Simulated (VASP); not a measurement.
# Ta12Si in VASP: relaxation of the atoms with LDA

Aim: the relaxation of the atoms of Ta12Si with LDA.

All numbers are computed with VASP 6.6.1; they aren't measurements. Logs are shortened: lines on timing, memory, paths and dates and some standing lists are left out, and cuts for length are marked.

**1. The cell of the first run**

The cell holds a slab with vacuum, 13 atoms: a = 5.634 Å, b = 5.634 Å, c = 19.944 Å, α = 90.00°, β = 90.00°, γ = 109.47°.

**2. Relaxation of the atoms, LDA**

Input file INCAR:

```
SYSTEM = Ta12Si
PREC     = Accurate       ! precision mode
ENCUT    = 450            ! plane-wave cutoff, eV
EDIFF    = 1E-7           ! SCF threshold, eV
ISMEAR   = 0              ! smearing method
SIGMA    = 0.1            ! smearing width, eV
LREAL    = .False.        ! projectors in reciprocal space
LASPH    = .True.         ! aspherical terms in the spheres
NELM     = 120            ! most SCF steps
ALGO     = Normal         ! electronic algorithm
ISIF     = 2              ! what is computed and relaxed
LWAVE    = .False.        ! write WAVECAR
LCHARG   = .False.        ! write CHGCAR
LDIPOL   = .True.       
IDIPOL   = 3            
DIPOL    = 0.5 0.5 0.327
GGA      = CA             ! functional
IBRION   = 2              ! ionic algorithm
NSW      = 50             ! ionic steps
EDIFFG   = -0.025         ! ionic threshold
GGA_COMPAT= .False.      
NELMIN   = 4            
NELMDL   = -8           
KPAR     = 4
```

Input file KPOINTS:

```
regular mesh
0
Gamma
  5 5 1
  0 0 0
```

Input file POSCAR:

```
Ta12Si
1.0
    5.6341016690      0.0000000000      0.0000000000
   -1.8780338897      5.3118819947      0.0000000000
    0.0000000000      0.0000000000     19.9444203651
Ta Si
12 1
Selective dynamics
Direct
    0.2500000000      0.2500000000      0.2005573452  F F F
    0.2500000000      0.7500000000      0.2005573452  F F F
    0.7500000000      0.2500000000      0.2005573452  F F F
    0.7500000000      0.7500000000      0.2005573452  F F F
    0.0000000000      0.0000000000      0.3119800438  F F F
    0.0000000000      0.5000000000      0.3119800438  F F F
    0.5000000000      0.0000000000      0.3119800438  F F F
    0.5000000000      0.5000000000      0.3119800438  F F F
    0.2500000000      0.2500000000      0.4233976325  T T T
    0.2500000000      0.7500000000      0.4233976325  T T T
    0.7500000000      0.2500000000      0.4233976325  T T T
    0.7500000000      0.7500000000      0.4233976325  T T T
    0.5000000000      0.5000000000      0.5136484379  F F T
```

Potentials or basis: VASP PAW LDA potentials, release 64 (Ta_pv, Si).

Started as:

```bash
$ cat potpaw_LDA.64/Ta_pv/POTCAR potpaw_LDA.64/Si/POTCAR > POTCAR
$ mpirun -np 4 vasp_std > vasp.out
```

OUTCAR:

```text
SYSTEM = Ta12Si
   PREC = Accurate
   ENCUT = 450
   EDIFF = 1E-7
   ISMEAR = 0
   LREAL = .False.
   LASPH = .True.
   NELM = 120
   ISIF = 2
   GGA = CA
   IBRION = 2
   NSW = 50
   EDIFFG = -0.025
   NELMIN = 4
   NELMDL = -8

 ion  position               nearest neighbor table
   1  0.250  0.250  0.201-   5 2.75   8 2.75   2 2.82   2 2.82   3 2.82   3 2.82   7 3.20   6 3.20
                             4 3.25   4 3.25
   2  0.250  0.750  0.201-   6 2.75   7 2.75   1 2.82   1 2.82   4 2.82   4 2.82   5 3.20   8 3.20
                             3 3.25   3 3.25
   3  0.750  0.250  0.201-   6 2.75   7 2.75   4 2.82   4 2.82   1 2.82   1 2.82   5 3.20   8 3.20
                             2 3.25   2 3.25
   4  0.750  0.750  0.201-   5 2.75   8 2.75   3 2.82   3 2.82   2 2.82   2 2.82   7 3.20   6 3.20
                             1 3.25   1 3.25
   5  0.000  0.000  0.312-   9 2.75  12 2.75   1 2.75   4 2.75   6 2.82   6 2.82   7 2.82   7 2.82
                            11 3.20  10 3.20   3 3.20   2 3.20   8 3.25   8 3.25
   6  0.000  0.500  0.312-  10 2.75  11 2.75   2 2.75   3 2.75   5 2.82   5 2.82   8 2.82   8 2.82
                             9 3.20  12 3.20   1 3.20   4 3.20   7 3.25   7 3.25
   7  0.500  0.000  0.312-  10 2.75  11 2.75   2 2.75   3 2.75   8 2.82   8 2.82   5 2.82   5 2.82
                             9 3.20  12 3.20   1 3.20   4 3.20   6 3.25   6 3.25
   8  0.500  0.500  0.312-   9 2.75  12 2.75   1 2.75   4 2.75   7 2.82   7 2.82   6 2.82   6 2.82
                            11 3.20  10 3.20   3 3.20   2 3.20   5 3.25   5 3.25
   9  0.250  0.250  0.423-  13 2.43   8 2.75   5 2.75  10 2.82  10 2.82  11 2.82  11 2.82   6 3.20
                             7 3.20  12 3.25  12 3.25
  10  0.250  0.750  0.423-   6 2.75   7 2.75   9 2.82   9 2.82  12 2.82  12 2.82  13 2.92   8 3.20
                             5 3.20  11 3.25  11 3.25
  11  0.750  0.250  0.423-   6 2.75   7 2.75  12 2.82  12 2.82   9 2.82   9 2.82  13 2.92   8 3.20
                             5 3.20  10 3.25  10 3.25
  12  0.750  0.750  0.423-  13 2.43   8 2.75   5 2.75  11 2.82  11 2.82  10 2.82  10 2.82   6 3.20
                             7 3.20   9 3.25   9 3.25
  13  0.500  0.500  0.514-   9 2.43  12 2.43  11 2.92  10 2.92

  LATTYP: Found a base centered orthorhombic cell.
 ALAT       =     6.5057002304
 B/A-ratio  =     1.4142135624
 C/A-ratio  =     3.0656838862

  Lattice vectors:

 A1 = (   5.6341016690,   0.0000000000,   0.0000000000)
 A2 = (  -1.8780338897,   5.3118819947,   0.0000000000)
 A3 = (   0.0000000000,   0.0000000000,  19.9444203651)

Analysis of symmetry for initial positions (statically):
=====================================================================
 Subroutine PRICEL returns:
 Original cell was already a primitive cell.

[... 196 lines left out ...]
  --------------------------------------------------------------------------------------
  -------------------------------------------------------------------------------------
  Total       -8.1873856     -6.4989901      3.0584843      2.3877518      0.0000000      0.0000000
  in kB      -21.9766408    -17.4446371      8.2096061      6.4092210      0.0000000      0.0000000
  external PRESSURE =     -10.4038906 kB  Pullay stress =       0.0000000 kB
[... 36 lines left out ...]
 number of electron     135.9999985 magnetization

------------------------ aborting loop because EDIFF is reached ----------------------------------------

 vacuum level on the upper side and lower side of the slab       (xc-potential included)         0.046        -0.089

  FORCE on cell =-STRESS in cart. coord.  units (eV):
  Direction    XX          YY          ZZ          XY          YZ          ZX
  --------------------------------------------------------------------------------------
  -------------------------------------------------------------------------------------
  Total       -8.7123120     -7.5553641      1.3843509      1.6361715      0.0000000      0.0000000
  in kB      -23.3856521    -20.2801639      3.7158850      4.3918235      0.0000000      0.0000000
  external PRESSURE =     -13.3166437 kB  Pullay stress =       0.0000000 kB
[... 75 lines left out ...]
  FREE ENERGIE OF THE ION-ELECTRON SYSTEM (eV)
  ---------------------------------------------------
  free  energy   TOTEN  =      -150.3435273572 eV

  energy  without entropy=     -150.2424124008  energy(sigma->0) =     -150.29296988

 dipolmoment           0.000000      0.000000     -0.001134 electrons x Angstroem

--------------------------------------- Ionic step        4  -------------------------------------------

 number of electron     135.9999983 magnetization

------------------------ aborting loop because EDIFF is reached ----------------------------------------
[... 230 lines left out ...]
--------------------------------------- Ionic step        9  -------------------------------------------

 number of electron     135.9999976 magnetization

 dipolmoment           0.000000      0.000000      0.017225 electrons x Angstroem

 Free energy of the ion-electron system (eV)
  ---------------------------------------------------
  ext. energy  EPLUGINS =         0.00000000
  ---------------------------------------------------
  free energy    TOTEN  =      -150.44591949 eV

  energy without entropy =     -150.34927574  energy(sigma->0) =     -150.39759761

 E-fermi :  -0.7692     XC(G=0):  -5.8965

 val. band max:       -0.7787772301   @ k =  -0.2000   0.2000   0.0000
 cond. band min:      -0.7624465778   @ k =   0.4000   0.2000   0.0000
 fundamental gap:      0.0163306523
 Fermi energy:        -0.7691579723

 k-point     1 :       0.0000    0.0000    0.0000
  band No.  band energies     occupation
      1     -35.1303      2.00000
      2     -35.1205      2.00000
      3     -35.1201      2.00000
      4     -35.0717      2.00000
      5     -35.0347      2.00000
      6     -35.0087      2.00000
[... 736 lines left out ...]
     79       0.8260      0.00000
     80       0.9469      0.00000
 [bands above 80 left out]

------------------------ aborting loop because EDIFF is reached ----------------------------------------

 vacuum level on the upper side and lower side of the slab       (xc-potential included)        -0.058        -0.162

  FORCE on cell =-STRESS in cart. coord.  units (eV):
  Direction    XX          YY          ZZ          XY          YZ          ZX
  --------------------------------------------------------------------------------------
  -------------------------------------------------------------------------------------
  Total       -9.8051561     -8.9938688     -1.1251209      1.1473334      0.0000000      0.0000000
  in kB      -26.3190722    -24.1414090     -3.0200577      3.0796809      0.0000000      0.0000000
  external PRESSURE =     -17.8268463 kB  Pullay stress =       0.0000000 kB
[... 28 lines left out ...]
  FREE ENERGIE OF THE ION-ELECTRON SYSTEM (eV)
  ---------------------------------------------------
  free  energy   TOTEN  =      -150.4459194916 eV

  energy  without entropy=     -150.3492757372  energy(sigma->0) =     -150.39759761

 reached required accuracy - stopping structural energy minimisation

 vacuum level on the upper side and lower side of the slab         4.237         4.131
```

OSZICAR:

```text
N       E                     dE             d eps       ncg     rms          rms(c)
DAV:   1     0.110403682907E+04    0.11040E+04   -0.71902E+04  1826   0.133E+03
DAV:   2    -0.102852861902E+03   -0.12069E+04   -0.11850E+04  1699   0.376E+02
[... 173 lines left out ...]
DAV:   2    -0.150445938010E+03   -0.67389E-04   -0.67379E-04  1614   0.115E-01    0.198E-02
DAV:   3    -0.150445933243E+03    0.47671E-05   -0.27372E-04  2004   0.726E-02    0.181E-02
DAV:   4    -0.150445919435E+03    0.13808E-04   -0.55649E-05  1963   0.364E-02    0.394E-03
DAV:   5    -0.150445919619E+03   -0.18338E-06   -0.57211E-06  1796   0.956E-03    0.298E-03
DAV:   6    -0.150445919511E+03    0.10780E-06   -0.10861E-06  1556   0.548E-03    0.215E-03
DAV:   7    -0.150445919492E+03    0.19270E-07   -0.17775E-07  1012   0.224E-03
   9 F= -.15044592E+03 E0= -.15039760E+03  d E =-.331802E-03
```

It took 34 min on 4 MPI ranks of Intel Xeon Platinum 8488C (Sapphire Rapids), shared host; peak memory 0.62 GiB.

Results:

* Free energy: -150.4459 eV
* Energy gained by relaxing: 22.2 meV/atom
* Ionic steps: 9
* Band gap on the k mesh: zero (bands 68 and 69 overlap by 0.68 eV)

Step by step:
```csv
step,energy change (eV),largest force on free atoms (eV/Å),pressure (GPa)
1,0.0000,1.0983,-1.04
2,-0.1460,0.7194,-1.33
3,-0.1859,0.8395,-1.51
4,-0.2684,0.3691,-1.64
5,-0.2804,0.1970,-1.68
6,-0.2866,0.0874,-1.73
7,-0.2880,0.0681,-1.77
8,-0.2883,0.0303,-1.79
9,-0.2883,0.0231,-1.78
```

Final structure:
```
Ta Si
1.0
     5.63410    0.00000    0.00000
    -1.87803    5.31188    0.00000
     0.00000    0.00000   19.94442
Ta Si
12 1
Direct
  0.25000 0.25000 0.20056
  0.25000 0.75000 0.20056
  0.75000 0.25000 0.20056
  0.75000 0.75000 0.20056
  0.00000 0.00000 0.31198
  0.00000 0.50000 0.31198
  0.50000 0.00000 0.31198
  0.50000 0.50000 0.31198
  0.22836 0.22836 0.42530
  0.26200 0.73800 0.42904
  0.73800 0.26200 0.42904
  0.77164 0.77164 0.42530
  0.50000 0.50000 0.51261
```

Caveat: spin-orbit coupling is left out, which moves the levels of the heavy elements.
